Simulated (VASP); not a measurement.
# Re in VASP: notebook, part 2 of 2

VASP 6.6.1. The steps go on from the part before.

**3. Electric field gradients, PBEsol (zz strain of -1 %)**

The input, INCAR:

```
ALGO     = Normal         # electronic algorithm
EDIFF    = 1E-8           # SCF threshold, eV
ENCUT    = 520            # plane-wave cutoff, eV
GGA      = PS             # functional
ISIF     = 2              # what is computed and relaxed
ISMEAR   = -1             # smearing method
LASPH    = True           # aspherical terms in the spheres
LCHARG   = False          # write CHGCAR
LEFG     = True         
LREAL    = False          # projectors in reciprocal space
LWAVE    = False          # write WAVECAR
NBANDS   = 10             # bands
NELM     = 80             # most SCF steps
PREC     = Accurate       # precision mode
SIGMA    = 0.05           # smearing width, eV
```

The input, KPOINTS:

```
k-points
0
Gamma
  14 14 14
```

The input, POSCAR:

```
Re
1.0
    0.0000000000      1.9750000000      1.9552500000
    1.9750000000      0.0000000000      1.9552500000
    1.9750000000      1.9750000000      0.0000000000
Re
1
Direct
    0.0000000000      0.0000000000      0.0000000000
```

Potentials or basis: VASP PAW PBE potentials, release 64 (Re).

Run with:

```
cat potpaw_PBE.64/Re/POTCAR > POTCAR
mpirun -np 1 vasp_std > vasp.out
```

OUTCAR:

```text
EDIFF = 1E-8
   ENCUT = 520
   GGA = PS
   ISIF = 2
   ISMEAR = -1
   LASPH = True
   LREAL = False
   NELM = 80
   PREC = Accurate

 ion  position               nearest neighbor table
   1  0.000  0.000  0.000-

  LATTYP: Found a body centered tetragonal cell.
 ALAT       =     2.7930717857
 C/A-ratio  =     1.4000714267

  Lattice vectors:

 A1 = (   0.0000000000,  -1.9750000000,  -1.9552500000)
 A2 = (   0.0000000000,   1.9750000000,  -1.9552500000)
 A3 = (   1.9750000000,   0.0000000000,   1.9552500000)

Analysis of symmetry for initial positions (statically):
=====================================================================
 Subroutine PRICEL returns:
 Original cell was already a primitive cell.

 Routine SETGRP: Setting up the symmetry group for a
 body centered tetragonal supercell.

 Subroutine GETGRP returns: Found 16 space group operations
 (whereof 16 operations were pure point group operations)
 out of a pool of 16 trial point group operations.

The static configuration has the point symmetry D_4h.

Analysis of symmetry for dynamics (positions and initial velocities):
=====================================================================
 Subroutine PRICEL returns:
 Original cell was already a primitive cell.

 Routine SETGRP: Setting up the symmetry group for a
 body centered tetragonal supercell.

 Subroutine GETGRP returns: Found 16 space group operations
 (whereof 16 operations were pure point group operations)
 out of a pool of 16 trial point group operations.

The dynamic configuration has the point symmetry D_4h.

[... 149 lines left out ...]
 Fermi energy:         7.5332567212

 k-point     1 :       0.0000    0.0000    0.0000
  band No.  band energies     occupation
      1      -2.3670      2.00000
      2       5.6756      2.00000
      3       5.6756      2.00000
      4       5.8166      2.00000
      5       8.6452      0.00000
      6       8.8329      0.00000
      7      21.4605      0.00000
      8      26.7734      0.00000
      9      26.7734      0.00000
     10      27.1082      0.00000
[... 287 lines left out ...]
 k-point    24 :       0.2857    0.1429    0.0000
  band No.  band energies     occupation
      1       0.4303      2.00000
      2       4.1321      2.00000
      3       6.0552      2.00000
      4       6.8418      2.00000
      5       8.3076      0.00000
      6       9.7704      0.00000
      7      22.6758      0.00000
      8      25.8458      0.00000
      9      27.8945      0.00000
     10      28.5962      0.00000

 [... further k-points ...]
[... 5 lines left out ...]
  --------------------------------------------------------------------------------------
  -------------------------------------------------------------------------------------
  Total       -1.5612200     -1.5612200     -1.3792394      0.0000000      0.0000000      0.0000000
  in kB     -163.9865374   -163.9865374   -144.8717671      0.0000000      0.0000000      0.0000000
  external PRESSURE =    -157.6149473 kB  Pullay stress =       0.0000000 kB

 VOLUME and BASIS-vectors are now :
 -----------------------------------------------------------------------------
  energy-cutoff  :      520.00
  volume of cell :       15.25
      direct lattice vectors                 reciprocal lattice vectors
     0.000000000  1.975000000  1.955250000    -0.253164557  0.253164557  0.255721775
     1.975000000  0.000000000  1.955250000     0.253164557 -0.253164557  0.255721775
     1.975000000  1.975000000  0.000000000     0.253164557  0.253164557 -0.255721775

 POSITION                                       TOTAL-FORCE (eV/Angst)
 -----------------------------------------------------------------------------------
      0.00000      0.00000      0.00000         0.000000     -0.000000     -0.000000
 -----------------------------------------------------------------------------------
    total drift:                               -0.000000      0.000000     -0.000000

  FREE ENERGIE OF THE ION-ELECTRON SYSTEM (eV)
  ---------------------------------------------------
  free  energy   TOTEN  =       -13.2667047097 eV

  energy  without entropy=      -13.2571235062  energy(sigma->0) =      -13.26191411

 Electric field gradients (V/A^2)
---------------------------------------------------------------------
 ion       V_xx      V_yy      V_zz      V_xy      V_xz      V_yz
---------------------------------------------------------------------
   1      -5.171    -5.171    10.341     0.000     0.000     0.000
---------------------------------------------------------------------

 Electric field gradients after diagonalization (V/A^2)
 (convention: |V_zz| > |V_xx| > |V_yy|)
----------------------------------------------------------------------
 ion       V_xx      V_yy      V_zz     asymmetry (V_yy - V_xx)/ V_zz
----------------------------------------------------------------------
   1      -5.171    -5.171    10.341       0.000
----------------------------------------------------------------------

           NMR quadrupolar parameters

 Cq : quadrupolar parameter    Cq=e*Q*V_zz/h
 eta: asymmetry parameters     (V_yy - V_xx)/ V_zz
 Q  : nuclear electric quadrupole moment in mb (millibarn)
----------------------------------------------------------------------
 ion       Cq(MHz)       eta       Q (mb)
----------------------------------------------------------------------
   1       0.025       0.000       1.000
----------------------------------------------------------------------
```

OSZICAR:

```text
N       E                     dE             d eps       ncg     rms          rms(c)
DAV:   1     0.497925357730E+01    0.49793E+01   -0.34507E+03  7730   0.765E+02
DAV:   2    -0.136951816439E+02   -0.18674E+02   -0.17405E+02  7526   0.162E+02
DAV:   3    -0.140634217134E+02   -0.36824E+00   -0.36077E+00  8050   0.364E+01
DAV:   4    -0.140655617534E+02   -0.21400E-02   -0.21378E-02  7956   0.136E+00
DAV:   5    -0.140655653351E+02   -0.35817E-05   -0.35847E-05  7144   0.285E-02    0.293E+01
DAV:   6    -0.134640443476E+02    0.60152E+00   -0.54521E-01  7694   0.191E+01    0.114E+01
DAV:   7    -0.132732824288E+02    0.19076E+00   -0.37196E-01  7764   0.150E+01    0.808E-01
DAV:   8    -0.132672149107E+02    0.60675E-02   -0.30596E-03  7216   0.434E-01    0.154E-01
DAV:   9    -0.132667002792E+02    0.51463E-03   -0.38017E-04  7238   0.166E-01    0.236E-02
DAV:  10    -0.132667046081E+02   -0.43289E-05   -0.17162E-05  6308   0.397E-02    0.380E-03
DAV:  11    -0.132667048835E+02   -0.27544E-06   -0.29173E-07  6004   0.924E-03    0.150E-03
DAV:  12    -0.132667046953E+02    0.18828E-06   -0.51702E-08  5824   0.547E-03    0.307E-04
DAV:  13    -0.132667047083E+02   -0.13014E-07   -0.82194E-10  3516   0.445E-04    0.144E-04
DAV:  14    -0.132667047097E+02   -0.14007E-08   -0.16314E-10  3222   0.288E-04
   1 F= -.13266705E+02 E0= -.13261914E+02  d E =-.958120E-02
```

It took 37 s on 1 thread of Intel Xeon Platinum 8488C (Sapphire Rapids), shared host; peak memory 0.17 GiB.

What came out:

* Free energy: -13.2667 eV
* Pressure: -15.8 GPa

Stress tensor (GPa, compression positive):
```
-16.40   0.00   0.00
  0.00 -16.40   0.00
  0.00   0.00 -14.49
```

Levels at points of the mesh, in eV from the Fermi level:
| k point | band 2 | band 3 | band 4 | band 5 | band 6 | band 7 |
| --- | --- | --- | --- | --- | --- | --- |
| (0.00, 0.00, 0.00) | -1.86 | -1.86 | -1.72 | 1.11 | 1.30 | 13.93 |
| (0.50, 0.00, 0.00) | -2.08 | -1.93 | 0.17 | 3.59 | 3.68 | 9.45 |
| (0.50, 0.50, 0.00) | -5.68 | 2.80 | 3.57 | 4.35 | 4.35 | 11.88 |
| (0.50, 0.00, 0.50) | -5.66 | 2.59 | 3.58 | 4.27 | 4.41 | 11.98 |

Electric field gradients, principal values (V/Å²):
| atom | least | middle | greatest (by size) |
| --- | --- | --- | --- |
| 1 Re | -5.171 | -5.171 | 10.341 |

Caveat: the cell differs from its parent crystal (zz strain of -1 %); without QUAD_EFG the Cq values of the log hold for a quadrupole moment of 1 mb, not for the nuclei; the PAW data sets were made with another functional, which shifts forces and pressure a little; spin-orbit coupling is left out, which moves the levels of the heavy elements.
